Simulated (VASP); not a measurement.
# Pd: single point with PBEsol

Pd:

```
CELL_PARAMETERS angstrom
0.00000 1.93749 1.93749
1.93749 0.00000 1.93749
1.93749 1.93749 0.00000
ATOMIC_POSITIONS crystal
Pd 0.00000 0.00000 0.00000
```

```
Program                 : VASP 6.6.1
Task                    : single point
Functional              : PBEsol
Potentials or basis     : VASP PAW PBE potentials, release 64 (Pd)
Cutoff                  : 400 eV
k mesh                  : 18 × 18 × 18
Occupations             : gaussian, width 0.1 eV
Spin                    : no spin polarisation
Dipole correction       : no
k mesh for the DOS      : 27 × 27 × 27
Occupations for the DOS : tetrahedron
Further INCAR settings  : ALGO = Normal; EDIFF = 1e-06; NBANDS = 11
```

- Valence electrons inside the program's atomic spheres: Pd 9.46

Levels at points of the mesh, in eV from the Fermi level:
```
           k point  band 3  band 4  band 5  band 6  band 7  band 8
(0.00, 0.00, 0.00)   -2.91   -2.91   -1.24   -1.24   17.14   21.99
```

It took 46 s on 1 thread of AMD EPYC 7R43 64-Core Processor (Zen 3) (shared host), peak memory 0.14 GiB.
